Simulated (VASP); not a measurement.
# Mn (P6/mmm) in VASP: a series of runs

The runs below take Mn through single point, with PBE.

Everything below comes from runs of VASP 6.6.1. Logs are shortened: lines on timing, memory, paths and dates and some standing lists are left out, and cuts for length are marked.

### Step 1. The cell of the first run

The structure is hexagonal, space group P6/mmm (No. 191). The conventional cell has a = 2.283 Å, b = 2.283 Å, c = 1.981 Å, α = 90.00°, β = 90.00°, γ = 120.00°. Within 2.6 Å of Mn (site symmetry 6/mmm) lie 8 Mn at 1.98 to 2.28 Å.

This isn't the form of Mn at room conditions, which is a 58-atom cubic cell.

### Step 2. Single point, PBE, collinear spin, ferromagnetic start

INCAR reads:

```
SYSTEM = Mn
  PREC = Accurate
  ENCUT = 520
  EDIFF = 1E-7
  ISMEAR = -1
  SIGMA = 0.08
  LREAL = .False.
  LASPH = .True.
  NELM = 150
  ALGO = Normal
  ISIF = 2
  LWAVE = .False.
  LCHARG = .True.
  ISPIN = 2
  MAGMOM = 3
  LORBIT = 11
  LMAXMIX = 4
  GGA = PE
  LELF = .True.
  LVHAR = .True.
  NBANDS = 16
```

KPOINTS reads:

```
Automatic mesh
0
Gamma
  19 19 18
  0 0 0
```

POSCAR reads:

```
Mn
1.0
    2.2832697786      0.0000000000      0.0000000000
   -1.1416348893      1.9773696320      0.0000000000
    0.0000000000      0.0000000000      1.9813345967
Mn
1
Direct
    0.0000000000      0.0000000000      0.0000000000
```

Potentials or basis: VASP PAW PBE potentials, release 64 (Mn_pv).

Command:

```console
> cat potpaw_PBE.64/Mn_pv/POTCAR > POTCAR
> mpirun -np 1 vasp_std > vasp.out
```

OUTCAR:

```text
SYSTEM = Mn
   PREC = Accurate
   ENCUT = 520
   EDIFF = 1E-7
   ISMEAR = -1
   LREAL = .False.
   LASPH = .True.
   NELM = 150
   ISIF = 2
   ISPIN = 2
   LORBIT = 11
   GGA = PE

 ion  position               nearest neighbor table
   1  0.000  0.000  0.000-

  LATTYP: Found a hexagonal cell.
 ALAT       =     2.2832697786
 C/A-ratio  =     0.8677619330

  Lattice vectors:

 A1 = (   2.2832697786,   0.0000000000,   0.0000000000)
 A2 = (  -1.1416348893,   1.9773696320,   0.0000000000)
 A3 = (   0.0000000000,   0.0000000000,   1.9813345967)

Analysis of symmetry for initial positions (statically):
=====================================================================
 Subroutine PRICEL returns:
 Original cell was already a primitive cell.

 Routine SETGRP: Setting up the symmetry group for a
 hexagonal supercell.

 Subroutine GETGRP returns: Found 24 space group operations
 (whereof 24 operations were pure point group operations)
 out of a pool of 24 trial point group operations.

The static configuration has the point symmetry D_6h.

Analysis of symmetry for dynamics (positions and initial velocities):
=====================================================================
 Subroutine PRICEL returns:
 Original cell was already a primitive cell.

 Routine SETGRP: Setting up the symmetry group for a
 hexagonal supercell.

 Subroutine GETGRP returns: Found 24 space group operations
 (whereof 24 operations were pure point group operations)
 out of a pool of 24 trial point group operations.

The dynamic configuration has the point symmetry D_6h.

Analysis of structural, dynamic, and magnetic symmetry:
=====================================================================
 Subroutine PRICEL returns:
 Original cell was already a primitive cell.

 Routine SETGRP: Setting up the symmetry group for a
 hexagonal supercell.

 Subroutine GETGRP returns: Found 24 space group operations
 (whereof 24 operations were pure point group operations)
 out of a pool of 24 trial point group operations.

The overall configuration has the point symmetry D_6h.

 Subroutine INISYM returns: Found 24 space group operations
 (whereof 24 operations are pure point group operations),
 and found     1 'primitive' translations

----------------------------------------------------------------------------------------

                                     Primitive cell

  volume of cell :       8.9455

  direct lattice vectors                    reciprocal lattice vectors
     2.283269779  0.000000000  0.000000000     0.437968395  0.252861171  0.000000000
[... 96 lines left out ...]
   NUPDOWN=      -1.0000    fix difference up-down
   EMIN   =  10.00;   EMAX   =-10.00  energy-range for DOS
   EFERMI =   0.00;   METHOD = LEGACY
   ISMEAR =    -1;   SIGMA  =   0.08  broadening in eV -4-tet -1-fermi 0-gaus
   EFERMI_NEDOS =   21; number of points for ismear=-14 and -15
   IALGO  =     38    algorithm
   IMIX   =      4    mixing-type and parameters
     AMIX     =   0.40;   BMIX     =  1.00
     AMIX_MAG =   1.60;   BMIX_MAG =  1.00
  volume/ion in A,a.u.               =       8.95        60.37
  Fermi-wavevector in a.u.,A,eV,Ry     =   1.854335  3.504186 46.784451  3.438560
  Thomas-Fermi vector in A             =   2.903675
   LORBIT       =     11    0 simple, 1 ext, 2 COOP (PROOUT), +10 PAW based schemes
   GGA     = PE    functional components
   LHFCALC =     F    Hartree Fock is set to
   AEXX    =    0.0000 exact exchange contribution
   IVDW    =     0    specifies the selected vdW correction
   LEPSILON=     F    determine dielectric tensor
   LRPA    =     F    only Hartree local field effects (RPA)
 spin polarized calculation
  energy-cutoff  :      520.00
  volume of cell :        8.95
 maximum number of plane-waves:       260
 NGX is ok and might be reduce to    18
   NGX =  9   NGY =  9   NGZ =  7

 number of electron      13.0000011 magnetization      -0.0000277

 number of electron      13.0000011 magnetization       0.0000250

 Free energy of the ion-electron system (eV)
  ---------------------------------------------------
  ext. energy  EPLUGINS =         0.00000000
  ---------------------------------------------------
  free energy    TOTEN  =        -7.78294157 eV

  energy without entropy =       -7.75721034  energy(sigma->0) =       -7.77007596

 E-fermi :  13.8016     XC(G=0): -15.0690

 val. band max:       13.7990582697   @ k =   0.3684   0.2632   0.4444
 cond. band min:      13.8016969844   @ k =   0.2105   0.0526   0.2222
 fundamental gap:      0.0026387146
 Fermi energy:        13.8016196441

 spin component 1

 k-point     1 :       0.0000    0.0000    0.0000
  band No.  band energies     occupation
      1     -33.9770      1.00000
      2     -33.9770      1.00000
      3     -33.5076      1.00000
      4       4.4101      1.00000
      5       8.4006      1.00000
      6      11.9750      1.00000
[... 435 lines left out ...]
      5       9.2252      1.00000
      6      11.3620      1.00000
[... 8 lines left out ...]
     15      48.8577      0.00000
     16      53.9934      0.00000

 [... further k-points ...]

 spin component 2

 k-point     1 :       0.0000    0.0000    0.0000
  band No.  band energies     occupation
      1     -33.9770      1.00000
      2     -33.9770      1.00000
      3     -33.5076      1.00000
      4       4.4101      1.00000
      5       8.4007      1.00000
      6      11.9750      1.00000
[... 435 lines left out ...]
      5       9.2252      1.00000
      6      11.3620      1.00000
[... 8 lines left out ...]
     15      48.8577      0.00000
     16      53.9933      0.00000

 [... further k-points ...]
[... 5 lines left out ...]
  --------------------------------------------------------------------------------------
  -------------------------------------------------------------------------------------
  Total        5.3600050      5.3600050      5.7590373      0.0000000     -0.0000000      0.0000000
  in kB      960.0036178    960.0036179   1031.4722747      0.0000000     -0.0000000      0.0000000
  external PRESSURE =     983.8265035 kB  Pullay stress =       0.0000000 kB

 VOLUME and BASIS-vectors are now :
 -----------------------------------------------------------------------------
  energy-cutoff  :      520.00
  volume of cell :        8.95
      direct lattice vectors                 reciprocal lattice vectors
     2.283269779  0.000000000  0.000000000     0.437968395  0.252861171  0.000000000
    -1.141634889  1.977369632  0.000000000     0.000000000  0.505722341  0.000000000
     0.000000000  0.000000000  1.981334597     0.000000000  0.000000000  0.504710311

 POSITION                                       TOTAL-FORCE (eV/Angst)
 -----------------------------------------------------------------------------------
      0.00000      0.00000      0.00000         0.000000      0.000000      0.000000
 -----------------------------------------------------------------------------------
    total drift:                                0.000000      0.000000      0.000000

  FREE ENERGIE OF THE ION-ELECTRON SYSTEM (eV)
  ---------------------------------------------------
  free  energy   TOTEN  =        -7.7829415695 eV

  energy  without entropy=       -7.7572103445  energy(sigma->0) =       -7.77007596

 total charge

# of ion       s       p       d       tot
------------------------------------------
    1        0.502   6.490   5.579  12.571

 magnetization (x)

# of ion       s       p       d       tot
------------------------------------------
    1        0.000  -0.000   0.000   0.000
```

OSZICAR:

```text
N       E                     dE             d eps       ncg     rms          rms(c)
DAV:   1     0.790164005099E+02    0.79016E+02   -0.68588E+03 26600   0.115E+03
DAV:   2    -0.593978300799E+01   -0.84956E+02   -0.80029E+02 28384   0.270E+02
DAV:   3    -0.754421498613E+01   -0.16044E+01   -0.16012E+01 29288   0.395E+01
DAV:   4    -0.754788405089E+01   -0.36691E-02   -0.36690E-02 29904   0.186E+00
DAV:   5    -0.754789838721E+01   -0.14336E-04   -0.14336E-04 29008   0.102E-01    0.201E+01
DAV:   6    -0.770637123917E+01   -0.15847E+00   -0.91174E-01 28824   0.187E+01    0.439E+00
DAV:   7    -0.776459624215E+01   -0.58225E-01   -0.76981E-02 28120   0.275E+00    0.227E+00
DAV:   8    -0.778310567597E+01   -0.18509E-01   -0.62505E-03 28336   0.115E+00    0.104E+00
DAV:   9    -0.778237526513E+01    0.73041E-03   -0.18416E-03 31576   0.635E-01    0.288E-01
DAV:  10    -0.778278257820E+01   -0.40731E-03   -0.22071E-04 27480   0.184E-01    0.125E-01
DAV:  11    -0.778293985978E+01   -0.15728E-03   -0.37683E-05 29800   0.108E-01    0.379E-02
DAV:  12    -0.778294395607E+01   -0.40963E-05   -0.76732E-06 27104   0.254E-02    0.823E-03
DAV:  13    -0.778294308020E+01    0.87587E-06   -0.29678E-07 28584   0.661E-03    0.448E-03
DAV:  14    -0.778294170870E+01    0.13715E-05   -0.64688E-08 21304   0.355E-03    0.928E-04
DAV:  15    -0.778294158496E+01    0.12375E-06   -0.76906E-09 13328   0.120E-03    0.302E-04
DAV:  16    -0.778294156947E+01    0.15486E-07   -0.82229E-10 13040   0.360E-04
   1 F= -.77829416E+01 E0= -.77700760E+01  d E =-.257312E-01  mag=     0.0000
```

Wall time 58 s (1 thread of Intel Xeon 6975P-C (Granite Rapids), shared host); peak memory 0.19 GiB.

What came out:

```yaml
Free_energy: -7.7829 eV
Pressure: 98.4 GPa
Net_moment: 0.00 μB per cell
Valence_electrons_inside_the_program's_atomic_spheres: Mn 12.57
```

Caveat: atoms lie so close that the PAW spheres overlap strongly, which falsifies energies and pressures; the cell stands under pressure.

### Step 3. Single point, PBE, collinear spin, ferromagnetic start

INCAR reads:

```
SYSTEM = Mn
PREC     = Accurate       ! precision mode
ENCUT    = 520            ! plane-wave cutoff, eV
EDIFF    = 1E-6           ! SCF threshold, eV
ISMEAR   = -1             ! smearing method
SIGMA    = 0.08           ! smearing width, eV
LREAL    = .FALSE.        ! projectors in reciprocal space
LASPH    = .TRUE.         ! aspherical terms in the spheres
NELM     = 150            ! most SCF steps
ALGO     = Normal         ! electronic algorithm
ISIF     = 2              ! what is computed and relaxed
LWAVE    = .FALSE.        ! write WAVECAR
LCHARG   = .FALSE.        ! write CHGCAR
ISPIN    = 2              ! spin polarisation
MAGMOM   = 3              ! initial moments
LORBIT   = 11             ! projections on sites
LMAXMIX  = 4              ! l up to which the mixer works
GGA      = PE             ! functional
NBANDS   = 16             ! bands
```

KPOINTS reads:

```
regular mesh
0
G
  19 19 18
  0 0 0
```

POSCAR reads:

```
Mn
1.0
    2.2833732140      0.0000000000      0.0000000000
   -1.1416866070      1.9774592096      0.0000000000
    0.0000000000      0.0000000000      1.9812464745
Mn
1
Direct
    0.0000000000      0.0000000000      0.0000000000
```

Potentials or basis: VASP PAW PBE potentials, release 64 (Mn_pv).

Command:

```console
> cat potpaw_PBE.64/Mn_pv/POTCAR > POTCAR
> mpirun -np 1 vasp_std > vasp.out
```

Run time: 44 s. Hardware: 1 thread of Intel Xeon 6975P-C (Granite Rapids), shared host; peak memory 0.19 GiB.

The run converged. Its results:

* Free energy: -7.7832 eV
* Pressure: 98.1 GPa
* Net moment: 0.00 μB per cell
* Valence electrons inside the program's atomic spheres: Mn 12.57

Stress tensor (GPa, compression positive):
```
 95.64   0.00   0.00
  0.00  95.64   0.00
  0.00   0.00 102.90
```

Levels at points of the mesh, in eV from the Fermi level:
Spin up:
| k point | band 2 | band 3 | band 4 | band 5 | band 6 | band 7 | band 8 | band 9 | band 10 | band 11 |
| --- | --- | --- | --- | --- | --- | --- | --- | --- | --- | --- |
| (0.00, 0.00, 0.00) | -47.78 | -47.31 | -9.39 | -5.40 | -1.83 | -1.83 | 2.58 | 2.58 | 21.04 | 27.35 |
| (0.00, 0.00, 0.50) | -47.49 | -47.49 | -3.90 | -1.02 | -1.02 | -0.75 | -0.75 | -0.41 | 10.96 | 28.10 |
Spin down:
```csv
k point,band 4,band 5,band 6,band 7,band 8,band 9
"(0.00, 0.00, 0.00)",-9.39,-5.40,-1.83,-1.83,2.59,2.59
"(0.00, 0.00, 0.50)",-3.90,-1.02,-1.02,-0.75,-0.75,-0.41
```

Caveat: atoms lie so close that the PAW spheres overlap strongly, which falsifies energies and pressures; the cell stands under pressure.
